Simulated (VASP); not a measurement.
# Al5Ga2N8 (a cell with a defect) in VASP: relaxation of the atoms with PBEsol

Aim: the relaxation of the atoms of Al5Ga2N8 (a cell with a defect) with PBEsol.

Program: VASP 6.6.1. These are calculated values, not measurements. Logs are shortened: lines on timing, memory, paths and dates and some standing lists are left out, and cuts for length are marked.

**1. The cell of the first run**

The cell holds a defect, 15 atoms: a = 6.232 Å, b = 6.232 Å, c = 6.232 Å, α = 60.00°, β = 60.00°, γ = 60.00°.

**2. Relaxation of the atoms, PBEsol (atoms taken out)**

The input, INCAR:

```
SYSTEM = Al5Ga2N8
PREC = Accurate ; ENCUT = 520
EDIFF = 1E-6 ; ISMEAR = 0
SIGMA = 0.05 ; LREAL = Auto
LASPH = .True. ; NELM = 100
ALGO = Normal ; ISIF = 2
LWAVE = .False. ; LCHARG = .False.
GGA = PS ; IBRION = 2
NSW = 70 ; EDIFFG = -0.02
```

The input, KPOINTS:

```
Automatic mesh
0
Gamma
  4 4 4
  0 0 0
```

The input, POSCAR:

```
Al5Ga2N8
1.0
   -4.4069948372      4.4069948372      0.0000000000
    0.0000000000      4.4069948372     -4.4069948372
   -4.4069948372      0.0000000000     -4.4069948372
Al Ga N
5 2 8
Direct
    0.5000000000      0.0000000000      0.0000000000
    0.0000000000      0.5000000000      0.5000000000
    0.0000000000      0.0000000000      0.5000000000
    0.5000000000      0.0000000000      0.5000000000
    0.0000000000      0.5000000000      0.0000000000
    0.5000000000      0.5000000000      0.5000000000
    0.0000000000      0.0000000000      0.0000000000
    0.6276461415      0.1170615756      0.6276461415
    0.1276461415      0.6170615756      0.1276461415
    0.6276461415      0.6276461415      0.6276461415
    0.1276461415      0.1276461415      0.1276461415
    0.1170615756      0.6276461415      0.6276461415
    0.6170615756      0.1276461415      0.1276461415
    0.6276461415      0.6276461415      0.1170615756
    0.1276461415      0.1276461415      0.6170615756
```

Potentials or basis: VASP PAW PBE potentials, release 64 (Al, Ga_d, N).

Run with:

```sh
> cat potpaw_PBE.64/Al/POTCAR potpaw_PBE.64/Ga_d/POTCAR potpaw_PBE.64/N/POTCAR > POTCAR
> mpirun -np 1 vasp_std > vasp.out
```

OUTCAR:

```text
SYSTEM = Al5Ga2N8
   PREC = Accurate
   ENCUT = 520
   EDIFF = 1E-6
   ISMEAR = 0
   LREAL = Auto
   LASPH = .True.
   NELM = 100
   ISIF = 2
   GGA = PS
   IBRION = 2
   NSW = 70
   EDIFFG = -0.02

 ion  position               nearest neighbor table
   1  0.500  0.000  0.000-   8 1.90  14 1.90  11 1.90  13 1.90   4 3.12   7 3.12   3 3.12   4 3.12
                             6 3.12   5 3.12   6 3.12   3 3.12   5 3.12   7 3.12
   2  0.000  0.500  0.500-   9 1.90  15 1.90  10 1.90  12 1.90   5 3.12   6 3.12   3 3.12   5 3.12
                             7 3.12   3 3.12   4 3.12   7 3.12   4 3.12   6 3.12
   3  0.000  0.000  0.500-   8 1.90  12 1.90  11 1.90  15 1.90   4 3.12   7 3.12   2 3.12   1 3.12
                             5 3.12   7 3.12   2 3.12   5 3.12   6 3.12   1 3.12   4 3.12   6 3.12
   4  0.500  0.000  0.500-  13 1.90  15 1.90  10 1.90   8 1.90   3 3.12   6 3.12   1 3.12   1 3.12
                             7 3.12   2 3.12   6 3.12   2 3.12   3 3.12   7 3.12
   5  0.000  0.500  0.000-  12 1.90  14 1.90  11 1.90   9 1.90   2 3.12   7 3.12   2 3.12   3 3.12
                             6 3.12   1 3.12   3 3.12   7 3.12   1 3.12   6 3.12
   6  0.500  0.500  0.500-   8 1.95  12 1.95  14 1.95  10 1.95   2 3.12   4 3.12   1 3.12   5 3.12
                             1 3.12   3 3.12   4 3.12   2 3.12   3 3.12   5 3.12
   7  0.000  0.000  0.000-   9 1.95  13 1.95  15 1.95  11 1.95   3 3.12   5 3.12   1 3.12   2 3.12
                             3 3.12   4 3.12   2 3.12   5 3.12   1 3.12   4 3.12
   8  0.628  0.117  0.628-   1 1.90   3 1.90   4 1.90   6 1.95
   9  0.128  0.617  0.128-   2 1.90   5 1.90   7 1.95
  10  0.628  0.628  0.628-   2 1.90   4 1.90   6 1.95
  11  0.128  0.128  0.128-   1 1.90   3 1.90   5 1.90   7 1.95
  12  0.117  0.628  0.628-   3 1.90   5 1.90   2 1.90   6 1.95
  13  0.617  0.128  0.128-   4 1.90   1 1.90   7 1.95
  14  0.628  0.628  0.117-   1 1.90   5 1.90   6 1.95
  15  0.128  0.128  0.617-   2 1.90   4 1.90   3 1.90   7 1.95

  LATTYP: Found a face centered cubic cell.
 ALAT       =     8.8139896744

  Lattice vectors:

 A1 = (  -4.4069948372,   4.4069948372,   0.0000000000)
 A2 = (   0.0000000000,   4.4069948372,  -4.4069948372)
 A3 = (  -4.4069948372,   0.0000000000,  -4.4069948372)

Analysis of symmetry for initial positions (statically):
=====================================================================
 Subroutine PRICEL returns:
 Original cell was already a primitive cell.

 Routine SETGRP: Setting up the symmetry group for a
 face centered cubic supercell.

 Subroutine GETGRP returns: Found  8 space group operations
 (whereof  4 operations were pure point group operations)
 out of a pool of 48 trial point group operations.

The static configuration has the point symmetry C_2v.
 The point group associated with its full space group is D_2d.

Analysis of symmetry for dynamics (positions and initial velocities):
=====================================================================
 Subroutine PRICEL returns:
 Original cell was already a primitive cell.

 Routine SETGRP: Setting up the symmetry group for a
 face centered cubic supercell.

 Subroutine GETGRP returns: Found  8 space group operations
 (whereof  4 operations were pure point group operations)
 out of a pool of 48 trial point group operations.

The dynamic configuration has the point symmetry C_2v.
 The point group associated with its full space group is D_2d.

 Subroutine INISYM returns: Found  8 space group operations
 (whereof  4 operations are pure point group operations),
 and found     1 'primitive' translations

----------------------------------------------------------------------------------------

                                     Primitive cell

  volume of cell :     171.1818

  direct lattice vectors                    reciprocal lattice vectors
    -4.406994837  4.406994837  0.000000000    -0.113455999  0.113455999  0.113455999
     0.000000000  4.406994837 -4.406994837     0.113455999  0.113455999 -0.113455999
    -4.406994837  0.000000000 -4.406994837    -0.113455999 -0.113455999 -0.113455999

  length of vectors
     6.232431868  6.232431868  6.232431868     0.196511554  0.196511554  0.196511554

  position of ions in fractional coordinates (direct lattice)
     0.500000000  0.000000000  0.000000000
     0.000000000  0.500000000  0.500000000
     0.000000000  0.000000000  0.500000000
     0.500000000  0.000000000  0.500000000
     0.000000000  0.500000000  0.000000000
     0.500000000  0.500000000  0.500000000
     0.000000000  0.000000000  0.000000000
     0.627646142  0.117061576  0.627646142
     0.127646142  0.617061576  0.127646142
     0.627646142  0.627646142  0.627646142
     0.127646142  0.127646142  0.127646142
     0.117061576  0.627646142  0.627646142
     0.617061576  0.127646142  0.127646142
     0.627646142  0.627646142  0.117061576
     0.127646142  0.127646142  0.617061576

  ion indices of the primitive-cell ions
   primitive index   ion index
                 1           1
                 2           2
                 3           3
                 4           4
                 5           5
                 6           6
                 7           7
                 8           8
                 9           9
                10          10
                11          11
                12          12
                13          13
                14          14
                15          15

----------------------------------------------------------------------------------------

 KPOINTS: Automatic mesh

Automatic generation of k-mesh.
 Grid dimensions read from file:
 generate k-points for:    4    4    4

 Generating k-lattice:

  Cartesian coordinates                     Fractional coordinates (reciprocal lattice)
    -0.028364000  0.028364000  0.028364000     0.250000000  0.000000000  0.000000000
     0.028364000  0.028364000 -0.028364000     0.000000000  0.250000000  0.000000000
    -0.028364000 -0.028364000 -0.028364000     0.000000000  0.000000000  0.250000000

  Length of vectors
     0.049127888  0.049127888  0.049127888

  Shift w.r.t. Gamma in fractional coordinates (k-lattice)
     0.000000000  0.000000000  0.000000000

 Subroutine IBZKPT returns following result:
 ===========================================

 Found     13 irreducible k-points:

 Following reciprocal coordinates:
            Coordinates               Weight
  0.000000  0.000000  0.000000      1.000000
  0.250000  0.000000  0.000000      8.000000
  0.500000  0.000000  0.000000      4.000000
  0.250000  0.250000  0.000000      2.000000
  0.000000  0.250000  0.250000      4.000000
  0.500000  0.250000  0.000000      8.000000
  0.000000  0.500000  0.250000     16.000000
 -0.250000  0.250000  0.000000      4.000000
  0.000000 -0.250000  0.250000      8.000000
  0.500000  0.500000  0.000000      1.000000
  0.000000  0.500000  0.500000      2.000000
 -0.250000  0.500000  0.250000      4.000000
  0.250000 -0.250000  0.500000      2.000000
   k-points           NKPTS =     13   k-points in BZ     NKDIM =     13   number of bands    NBANDS=     48
   number of dos      NEDOS =    301   number of ions     NIONS =     15
   total plane-waves  NPLWV = 110592
   dimension x,y,z NGX =    48 NGY =   48 NGZ =   48
   dimension x,y,z NGXF=    96 NGYF=   96 NGZF=   96
   ions per type =               5   2   8
   NGX,Y,Z   is equivalent  to a cutoff of  12.80, 12.80, 12.80 a.u.
   NGXF,Y,Z  is equivalent  to a cutoff of  25.61, 25.61, 25.61 a.u.
 SYSTEM =  Al5Ga2N8
   PREC   = accura    normal or accurate (medium, high low for compatibility)
   ISTART =      0    job   : 0-new  1-cont  2-samecut
   ICHARG =      2    charge: 1-file 2-atom 10-const
   ISPIN  =      1    spin polarized calculation?
   LNONCOLLINEAR =      F non collinear calculations
   LSORBIT =      F    spin-orbit coupling
   LASPH  =      T    aspherical Exc in radial PAW
   ENCUT  =  520.0 eV  38.22 Ry    6.18 a.u.  11.59 11.59 11.59*2*pi/ulx,y,z
   NELM   =    100;   NELMIN=  2; NELMDL= -5     # of ELM steps
   EDIFF  = 0.1E-05   stopping-criterion for ELM
   LREAL  =      T    real-space projection
   EDIFFG = -.2E-01   stopping-criterion for IOM
   NSW    =     70    number of steps for IOM
   IBRION =      2    ionic relax: 0-MD 1-quasi-New 2-CG
   NFREE  =      1    steps in history (QN), initial steepest desc. (CG)
   ISIF   =      2    stress and relaxation
   ISYM   =      2    0-nonsym 1-usesym 2-fastsym
   POTIM  = 0.5000    time-step for ionic-motion
   TEBEG  =    0.0;   TEEND  =   0.0 temperature during run
   PSTRESS=    0.0 pullay stress
   NELECT =      81.0000    total number of electrons
   NUPDOWN=      -1.0000    fix difference up-down
   EMIN   =  10.00;   EMAX   =-10.00  energy-range for DOS
   EFERMI =   0.00;   METHOD = LEGACY
   ISMEAR =     0;   SIGMA  =   0.05  broadening in eV -4-tet -1-fermi 0-gaus
   EFERMI_NEDOS =   21; number of points for ismear=-14 and -15
   IALGO  =     38    algorithm
   IMIX   =      4    mixing-type and parameters
     AMIX     =   0.40;   BMIX     =  1.00
     AMIX_MAG =   1.60;   BMIX_MAG =  1.00
  volume/ion in A,a.u.               =      11.41        77.01
  Fermi-wavevector in a.u.,A,eV,Ry     =   1.275706  2.410735 22.142476  1.627426
  Thomas-Fermi vector in A             =   2.408403
   LORBIT       =      0    0 simple, 1 ext, 2 COOP (PROOUT), +10 PAW based schemes
   GGA     = PS    functional components
   LHFCALC =     F    Hartree Fock is set to
   AEXX    =    0.0000 exact exchange contribution
   IVDW    =     0    specifies the selected vdW correction
   LEPSILON=     F    determine dielectric tensor
   LRPA    =     F    only Hartree local field effects (RPA)
 conjugate gradient relaxation of ions
 non-spin polarized calculation
 Gauss-broadening in eV      SIGMA  =   0.05
  energy-cutoff  :      520.00
  volume of cell :      171.18
 maximum number of plane-waves:      4645
 NGX is ok and might be reduce to    48
   NGX = 23   NGY = 23   NGZ = 23

--------------------------------------- Ionic step        1  -------------------------------------------

 number of electron      81.0000005 magnetization

 Free energy of the ion-electron system (eV)
  ---------------------------------------------------
  ext. energy  EPLUGINS =         0.00000000
  ---------------------------------------------------
  free energy    TOTEN  =      -105.88445124 eV

  energy without entropy =     -105.87027812  energy(sigma->0) =     -105.87736468

------------------------ aborting loop because EDIFF is reached ----------------------------------------

  FORCE on cell =-STRESS in cart. coord.  units (eV):
  Direction    XX          YY          ZZ          XY          YZ          ZX
  --------------------------------------------------------------------------------------
  -------------------------------------------------------------------------------------
  Total       -2.6358264     -2.0859758     -2.6358264      0.0000000      0.0000000      0.0000000
  in kB      -24.6700347    -19.5237049    -24.6700347      0.0000000      0.0000000      0.0000000
  external PRESSURE =     -22.9545915 kB  Pullay stress =       0.0000000 kB
[... 128 lines left out ...]
  FREE ENERGIE OF THE ION-ELECTRON SYSTEM (eV)
  ---------------------------------------------------
  free  energy   TOTEN  =      -106.3617882941 eV

  energy  without entropy=     -106.3484575949  energy(sigma->0) =     -106.35512294

[... ionic steps 4 to 10 ...]

--------------------------------------- Ionic step       11  -------------------------------------------

 number of electron      81.0000004 magnetization

------------------------ aborting loop because EDIFF is reached ----------------------------------------

  FORCE on cell =-STRESS in cart. coord.  units (eV):
  Direction    XX          YY          ZZ          XY          YZ          ZX
  --------------------------------------------------------------------------------------
  -------------------------------------------------------------------------------------
  Total        2.3352903      1.9531800      2.3352903      0.0000000      0.0000000      0.0000000
  in kB       21.8571656     18.2808018     21.8571656      0.0000000      0.0000000      0.0000000
  external PRESSURE =      20.6650443 kB  Pullay stress =       0.0000000 kB
[... 83 lines left out ...]
  energy  without entropy=     -106.5397193278  energy(sigma->0) =     -106.54385327

--------------------------------------- Ionic step       13  -------------------------------------------

 number of electron      81.0000003 magnetization

 Free energy of the ion-electron system (eV)
  ---------------------------------------------------
  ext. energy  EPLUGINS =         0.00000000
  ---------------------------------------------------
  free energy    TOTEN  =      -106.54802272 eV

  energy without entropy =     -106.53979275  energy(sigma->0) =     -106.54390773

 E-fermi :   5.0050     XC(G=0): -10.9121

 val. band max:        4.9746221039   @ k =  -0.2500   0.5000   0.2500
 cond. band min:       5.0229937146   @ k =   0.5000   0.2500   0.0000
 fundamental gap:      0.0483716107
 Fermi energy:         5.0049592374

 k-point     1 :       0.0000    0.0000    0.0000
  band No.  band energies     occupation
      1     -10.6732      2.00000
      2      -9.3860      2.00000
      3      -9.3860      2.00000
      4      -9.2757      2.00000
      5      -9.0337      2.00000
      6      -9.0300      2.00000
[... 694 lines left out ...]
  FREE ENERGIE OF THE ION-ELECTRON SYSTEM (eV)
  ---------------------------------------------------
  free  energy   TOTEN  =      -106.5480227156 eV

  energy  without entropy=     -106.5397927523  energy(sigma->0) =     -106.54390773

 reached required accuracy - stopping structural energy minimisation
```

Wall time 59 min (1 thread of Intel Xeon 8259CL, shared host); peak memory 0.38 GiB.

Results:

| Item | Value |
| --- | --- |
| Free energy | -106.5480 eV |
| Energy gained by relaxing | 44.2 meV/atom |
| Ionic steps | 13 |
| Pressure after relaxing | 2.1 GPa |
| Largest force after relaxing | 0.014 eV/Å |
| Band gap on the k mesh | zero (an odd number of electrons rules out a gap without spin polarisation) |

Forces on the atoms (eV/Å):
```
Al   0.000  0.000  0.000
Al   0.000  0.000  0.000
Al   0.000  0.000  0.000
Al   0.000  0.000  0.000
Al   0.000  0.000  0.000
Ga   0.000 -0.004  0.000
Ga   0.000  0.004  0.000
N    0.003  0.000 -0.003
N    0.006 -0.012 -0.006
N    0.006  0.012  0.006
N    0.003  0.000  0.003
N   -0.003  0.000  0.003
N   -0.006 -0.012  0.006
N   -0.006  0.012 -0.006
N   -0.003  0.000 -0.003
```

The path:
| step | energy change (eV) | largest force (eV/Å) | pressure (GPa) |
| --- | --- | --- | --- |
| 1 | 0.0000 | 1.4909 | -2.30 |
| 2 | -0.4222 | 0.9812 | -0.63 |
| 3 | -0.4773 | 0.8860 | 0.18 |
| 4 | -0.6494 | 0.1199 | 2.21 |
| 5 | -0.6494 | 0.1321 | 2.19 |
| 6 | -0.6530 | 0.0746 | 2.21 |
| 7 | -0.6537 | 0.1439 | 2.21 |
| 8 | -0.6563 | 0.1246 | 2.19 |
| 9 | -0.6618 | 0.0690 | 2.13 |
| 10 | -0.6607 | 0.0910 | 2.00 |
| 11 | -0.6633 | 0.0430 | 2.07 |
| 12 | -0.6635 | 0.0233 | 2.09 |
| 13 | -0.6636 | 0.0140 | 2.09 |

Final structure:
```xyz
15
Lattice="-4.4070 4.4070 0.0000 0.0000 4.4070 -4.4070 -4.4070 0.0000 -4.4070" Properties=species:S:1:pos:R:3 pbc="T T T"
Al   -6.5497    2.2035   -4.4070
Al   -2.2643    2.2035   -4.4070
Al   -2.2035    0.0000   -2.2035
Al   -4.4070    2.2035   -2.2643
Al   -4.4070    2.2035   -6.5497
Ga   -4.4070    4.4334   -4.4070
Ga   -4.4070    8.7876   -4.4070
N    -5.5186    3.3084   -3.2954
N    -1.0365    3.1446   -3.3705
N    -5.4435    5.6694   -5.4435
N    -1.1116    1.0986   -1.1116
N    -3.2954    3.3084   -5.5186
N    -3.3705    3.1446   -1.0365
N    -3.3705    5.6694   -3.3705
N    -3.2954    1.0986   -3.2954
```

Caveat: the cell differs from its parent crystal (atoms taken out); the PAW data sets were made with another functional, which shifts forces and pressure a little.

The gap in the log of VASP goes by the Fermi energy; the results here count the filled bands.